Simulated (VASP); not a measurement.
Crystal: Tc3Ge.

```
Tc Ge
1.0
     0.00000    3.05695    3.05695
     3.05695    0.00000    3.05695
     3.05695    3.05695    0.00000
Tc Ge
3 1
Direct
  0.25000 0.25000 0.25000
  0.75000 0.75000 0.75000
  0.50000 0.50000 0.50000
  0.00000 0.00000 0.00000
```

Base run:

- Program: VASP 6.6.1
- Functional: PBEsol
- Potentials or basis: VASP PAW PBE potentials, release 64 (Tc_pv, Ge_d)
- Cutoff: 520 eV
- k mesh: 6 × 6 × 6
- Occupations: methfessel-paxton, width 0.1 eV
- Spin: no spin polarisation

Its results: pressure -5.7 GPa.

Problem. The run is repeated on the same cell with these changes: functional from PBEsol to BLYP. What comes out?

Solution. Pressure 15.0 GPa.

BLYP binds less tightly than PBEsol, so the same cell stands under more pressure.

Caveats: the PAW data sets were made with another functional, which shifts forces and pressure a little.
